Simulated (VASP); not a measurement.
# Mg (Im-3m) in VASP: single point with PBE

Aim: the single point of Mg with PBE.

Everything below comes from runs of VASP 6.6.1. Logs are shortened: lines on timing, memory, paths and dates and some standing lists are left out, and cuts for length are marked.

## Step 1: The cell of the first run

Symmetry: Im-3m, No. 229, cubic system. Conventional cell: a = 3.580 Å, b = 3.580 Å, c = 3.580 Å, α = 90.00°, β = 90.00°, γ = 90.00°. Mg (site symmetry m-3m) has 14 Mg at 3.10 to 3.58 Å within 4.1 Å.

## Step 2: Single point, PBE

File INCAR:

```
SYSTEM = Mg
ALGO     = Normal         ! electronic algorithm
EDIFF    = 1E-6           ! SCF threshold, eV
ENCUT    = 600            ! plane-wave cutoff, eV
GGA      = PE             ! functional
GGA_COMPAT= .False.      
ISIF     = 2              ! what is computed and relaxed
ISMEAR   = -1             ! smearing method
LASPH    = .True.         ! aspherical terms in the spheres
LCHARG   = .False.        ! write CHGCAR
LREAL    = .False.        ! projectors in reciprocal space
LWAVE    = .False.        ! write WAVECAR
NBANDS   = 7              ! bands
NELM     = 120            ! most SCF steps
PREC     = Accurate       ! precision mode
SIGMA    = 0.05           ! smearing width, eV
```

File KPOINTS:

```
k-points
0
Gamma
  17 17 17
  0 0 0
```

File POSCAR:

```
Mg
1.0
   -1.7898606885      1.7898606885      1.7898606885
    1.7898606885     -1.7898606885      1.7898606885
    1.7898606885      1.7898606885     -1.7898606885
Mg
1
Direct
    0.0000000000      0.0000000000      0.0000000000
```

Potentials or basis: VASP PAW PBE potentials, release 64 (Mg).

Run with:

```console
> cat potpaw_PBE.64/Mg/POTCAR > POTCAR
> mpirun -np 1 vasp_std > vasp.out
```

OUTCAR:

```text
SYSTEM = Mg
   EDIFF = 1E-6
   ENCUT = 600
   GGA = PE
   ISIF = 2
   ISMEAR = -1
   LASPH = .True.
   LREAL = .False.
   NELM = 120
   PREC = Accurate

 ion  position               nearest neighbor table
   1  0.000  0.000  0.000-

  LATTYP: Found a body centered cubic cell.
 ALAT       =     3.5797213770

  Lattice vectors:

 A1 = (  -1.7898606885,   1.7898606885,   1.7898606885)
 A2 = (   1.7898606885,  -1.7898606885,   1.7898606885)
 A3 = (   1.7898606885,   1.7898606885,  -1.7898606885)

Analysis of symmetry for initial positions (statically):
=====================================================================
 Subroutine PRICEL returns:
 Original cell was already a primitive cell.

 Routine SETGRP: Setting up the symmetry group for a
 body centered cubic supercell.

 Subroutine GETGRP returns: Found 48 space group operations
 (whereof 48 operations were pure point group operations)
 out of a pool of 48 trial point group operations.

The static configuration has the point symmetry O_h .

Analysis of symmetry for dynamics (positions and initial velocities):
=====================================================================
 Subroutine PRICEL returns:
 Original cell was already a primitive cell.

 Routine SETGRP: Setting up the symmetry group for a
 body centered cubic supercell.

 Subroutine GETGRP returns: Found 48 space group operations
 (whereof 48 operations were pure point group operations)
 out of a pool of 48 trial point group operations.

The dynamic configuration has the point symmetry O_h .

 Subroutine INISYM returns: Found 48 space group operations
 (whereof 48 operations are pure point group operations),
 and found     1 'primitive' translations

----------------------------------------------------------------------------------------

                                     Primitive cell

  volume of cell :      22.9360

  direct lattice vectors                    reciprocal lattice vectors
    -1.789860688  1.789860688  1.789860688     0.000000000  0.279351350  0.279351350
     1.789860688 -1.789860688  1.789860688     0.279351350  0.000000000  0.279351350
     1.789860688  1.789860688 -1.789860688     0.279351350  0.279351350  0.000000000

  length of vectors
     3.100129651  3.100129651  3.100129651     0.395062468  0.395062468  0.395062468

  position of ions in fractional coordinates (direct lattice)
     0.000000000  0.000000000  0.000000000

  ion indices of the primitive-cell ions
   primitive index   ion index
                 1           1

----------------------------------------------------------------------------------------

 KPOINTS: k-points

Automatic generation of k-mesh.
 Grid dimensions read from file:
 generate k-points for:   17   17   17

 Generating k-lattice:

  Cartesian coordinates                     Fractional coordinates (reciprocal lattice)
     0.000000000  0.016432432  0.016432432     0.058823529  0.000000000  0.000000000
     0.016432432  0.000000000  0.016432432     0.000000000  0.058823529  0.000000000
     0.016432432  0.016432432  0.000000000     0.000000000  0.000000000  0.058823529

  Length of vectors
     0.023238969  0.023238969  0.023238969

  Shift w.r.t. Gamma in fractional coordinates (k-lattice)
     0.000000000  0.000000000  0.000000000

 Subroutine IBZKPT returns following result:
 ===========================================

 Found    165 irreducible k-points:

 Following reciprocal coordinates:
            Coordinates               Weight
  0.000000  0.000000  0.000000      1.000000
  0.058824  0.000000  0.000000     12.000000
  0.117647  0.000000  0.000000     12.000000
  0.176471  0.000000  0.000000     12.000000
  0.235294  0.000000  0.000000     12.000000
  0.294118  0.000000  0.000000     12.000000
[... 16 lines left out ...]
  0.411765  0.117647 -0.000000     48.000000
  0.176471  0.176471  0.000000     24.000000
 [... further k-points ...]
   k-points           NKPTS =    165   k-points in BZ     NKDIM =    165   number of bands    NBANDS=      7
   number of dos      NEDOS =    301   number of ions     NIONS =      1
   total plane-waves  NPLWV =  21952
   dimension x,y,z NGX =    28 NGY =   28 NGZ =   28
   dimension x,y,z NGXF=    56 NGYF=   56 NGZF=   56
   ions per type =               1
   NGX,Y,Z   is equivalent  to a cutoff of  15.02, 15.02, 15.02 a.u.
   NGXF,Y,Z  is equivalent  to a cutoff of  30.03, 30.03, 30.03 a.u.
 SYSTEM =  Mg
   PREC   = accura    normal or accurate (medium, high low for compatibility)
   ISTART =      0    job   : 0-new  1-cont  2-samecut
   ICHARG =      2    charge: 1-file 2-atom 10-const
   ISPIN  =      1    spin polarized calculation?
   LNONCOLLINEAR =      F non collinear calculations
   LSORBIT =      F    spin-orbit coupling
   LASPH  =      T    aspherical Exc in radial PAW
   ENCUT  =  600.0 eV  44.10 Ry    6.64 a.u.   6.19  6.19  6.19*2*pi/ulx,y,z
   NELM   =    120;   NELMIN=  2; NELMDL= -5     # of ELM steps
   EDIFF  = 0.1E-05   stopping-criterion for ELM
   LREAL  =      F    real-space projection
   EDIFFG = 0.1E-04   stopping-criterion for IOM
   NSW    =      0    number of steps for IOM
   IBRION =     -1    ionic relax: 0-MD 1-quasi-New 2-CG
   NFREE  =      0    steps in history (QN), initial steepest desc. (CG)
   ISIF   =      2    stress and relaxation
   ISYM   =      2    0-nonsym 1-usesym 2-fastsym
   POTIM  = 0.5000    time-step for ionic-motion
   TEBEG  =    0.0;   TEEND  =   0.0 temperature during run
   PSTRESS=    0.0 pullay stress
   NELECT =       2.0000    total number of electrons
   NUPDOWN=      -1.0000    fix difference up-down
   EMIN   =  10.00;   EMAX   =-10.00  energy-range for DOS
   EFERMI =   0.00;   METHOD = LEGACY
   ISMEAR =    -1;   SIGMA  =   0.05  broadening in eV -4-tet -1-fermi 0-gaus
   EFERMI_NEDOS =   21; number of points for ismear=-14 and -15
   IALGO  =     38    algorithm
   IMIX   =      4    mixing-type and parameters
     AMIX     =   0.40;   BMIX     =  1.00
     AMIX_MAG =   1.60;   BMIX_MAG =  1.00
  volume/ion in A,a.u.               =      22.94       154.78
  Fermi-wavevector in a.u.,A,eV,Ry     =   0.725959  1.371864  7.170500  0.527017
  Thomas-Fermi vector in A             =   1.816812
   LORBIT       =      0    0 simple, 1 ext, 2 COOP (PROOUT), +10 PAW based schemes
   GGA     = PE    functional components
   LHFCALC =     F    Hartree Fock is set to
   AEXX    =    0.0000 exact exchange contribution
   IVDW    =     0    specifies the selected vdW correction
   LEPSILON=     F    determine dielectric tensor
   LRPA    =     F    only Hartree local field effects (RPA)
 non-spin polarized calculation
  energy-cutoff  :      600.00
  volume of cell :       22.94
 maximum number of plane-waves:       776
 NGX is ok and might be reduce to    28
   NGX = 13   NGY = 13   NGZ = 13

 number of electron       2.0000000 magnetization

 Free energy of the ion-electron system (eV)
  ---------------------------------------------------
  ext. energy  EPLUGINS =         0.00000000
  ---------------------------------------------------
  free energy    TOTEN  =        -1.47970848 eV

  energy without entropy =       -1.47638064  energy(sigma->0) =       -1.47804456

 E-fermi :   2.6759     XC(G=0):  -8.4975

 val. band max:        2.6513772078   @ k =  -0.4706   0.4706   0.2941
 cond. band min:       2.7128456299   @ k =   0.3529   0.1765   0.1176
 fundamental gap:      0.0614684220
 Fermi energy:         2.6758877417

 k-point     1 :       0.0000    0.0000    0.0000
  band No.  band energies     occupation
      1      -4.2939      2.00000
      2      15.6768      0.00000
      3      15.6768      0.00000
      4      15.6768      0.00000
      5      17.6936      0.00000
      6      17.6936      0.00000
      7      17.7770      0.00000

 k-point     2 :       0.0588    0.0000    0.0000
  band No.  band energies     occupation
      1      -4.2124      2.00000
      2      14.6854      0.00000
      3      15.2516      0.00000
      4      15.2629      0.00000
      5      16.7939      0.00000
      6      16.9755      0.00000
      7      17.9410      0.00000

 k-point     3 :       0.1176    0.0000    0.0000
  band No.  band energies     occupation
      1      -3.9682      2.00000
      2      12.7389      0.00000
      3      14.4238      0.00000
      4      14.5336      0.00000
      5      15.8380      0.00000
      6      16.4771      0.00000
      7      18.1878      0.00000

 k-point     4 :       0.1765    0.0000    0.0000
  band No.  band energies     occupation
      1      -3.5627      2.00000
      2      10.7086      0.00000
      3      13.5831      0.00000
      4      13.8315      0.00000
      5      14.9960      0.00000
      6      15.9701      0.00000
      7      18.6030      0.00000

 k-point     5 :       0.2353    0.0000    0.0000
  band No.  band energies     occupation
      1      -2.9978      2.00000
      2       8.7541      0.00000
      3      12.8413      0.00000
      4      13.2276      0.00000
      5      14.2894      0.00000
      6      15.4513      0.00000
      7      19.1889      0.00000

 k-point     6 :       0.2941    0.0000    0.0000
  band No.  band energies     occupation
      1      -2.2764      2.00000
      2       6.9110      0.00000
      3      12.2327      0.00000
      4      12.7394      0.00000
      5      13.7231      0.00000
      6      14.9752      0.00000
      7      19.7350      0.00000

 k-point     7 :       0.3529    0.0000    0.0000
  band No.  band energies     occupation
      1      -1.4024      2.00000
      2       5.1929      0.00000
      3      11.7703      0.00000
      4      12.3721      0.00000
      5      13.2986      0.00000
      6      14.5857      0.00000
      7      20.3804      0.00000
[... 121 lines left out ...]
 k-point    20 :       0.2353    0.1176   -0.0000
  band No.  band energies     occupation
      1      -2.0371      2.00000
      2       7.1035      0.00000
      3       9.6799      0.00000
      4      12.2903      0.00000
      5      14.9491      0.00000
      6      16.9091      0.00000
      7      18.3577      0.00000

 k-point    21 :       0.2941    0.1176    0.0000
  band No.  band energies     occupation
      1      -1.1655      2.00000
      2       5.4038      0.00000
      3       9.2276      0.00000
      4      11.8825      0.00000
      5      14.5491      0.00000
      6      16.8868      0.00000
      7      18.7393      0.00000

 k-point    22 :       0.3529    0.1176    0.0000
  band No.  band energies     occupation
      1      -0.1487      2.00000
      2       3.8308      0.00000
      3       8.9271      0.00000
      4      11.6075      0.00000
      5      14.2728      0.00000
      6      16.7501      0.00000
      7      19.4607      0.00000

 k-point    23 :       0.4118    0.1176   -0.0000
  band No.  band energies     occupation
      1       0.9821      2.00000
      2       2.4211      1.98783
      3       8.7770      0.00000
      4      11.4692      0.00000
      5      14.1325      0.00000
      6      16.6579      0.00000
      7      20.2382      0.00000

 k-point    24 :       0.1765    0.1765    0.0000
  band No.  band energies     occupation
      1      -2.1168      2.00000
      2       7.9507      0.00000
      3       8.7245      0.00000
      4      12.2380      0.00000
      5      15.6767      0.00000
      6      16.5562      0.00000
      7      19.8316      0.00000

 [... further k-points ...]
[... 5 lines left out ...]
  --------------------------------------------------------------------------------------
  -------------------------------------------------------------------------------------
  Total       -0.0225319     -0.0225319     -0.0225319      0.0000000      0.0000000      0.0000000
  in kB       -1.5739512     -1.5739512     -1.5739512      0.0000000      0.0000000      0.0000000
  external PRESSURE =      -1.5739512 kB  Pullay stress =       0.0000000 kB

 VOLUME and BASIS-vectors are now :
 -----------------------------------------------------------------------------
  energy-cutoff  :      600.00
  volume of cell :       22.94
      direct lattice vectors                 reciprocal lattice vectors
    -1.789860688  1.789860688  1.789860688     0.000000000  0.279351350  0.279351350
     1.789860688 -1.789860688  1.789860688     0.279351350  0.000000000  0.279351350
     1.789860688  1.789860688 -1.789860688     0.279351350  0.279351350  0.000000000

 POSITION                                       TOTAL-FORCE (eV/Angst)
 -----------------------------------------------------------------------------------
      0.00000      0.00000      0.00000        -0.000000      0.000000      0.000000
 -----------------------------------------------------------------------------------
    total drift:                                0.000000      0.000000      0.000000

  FREE ENERGIE OF THE ION-ELECTRON SYSTEM (eV)
  ---------------------------------------------------
  free  energy   TOTEN  =        -1.4797084781 eV

  energy  without entropy=       -1.4763806387  energy(sigma->0) =       -1.47804456
```

It took 22 s on 1 thread of AMD EPYC 7R43 (Zen 3), shared host; peak memory 0.14 GiB.

Results:

```
Free energy            : -1.4797 eV
Pressure               : -0.2 GPa
Band gap on the k mesh : zero (band 1 reaches 5.50 eV, above the bottom of band 2 at 1.80 eV)
```

Levels at points of the mesh, in eV from the Fermi level:
```tsv
k point	band 1	band 2	band 3	band 4	band 5
(0.00, 0.00, 0.00)	-6.97	13.00	13.00	13.00	15.02
```
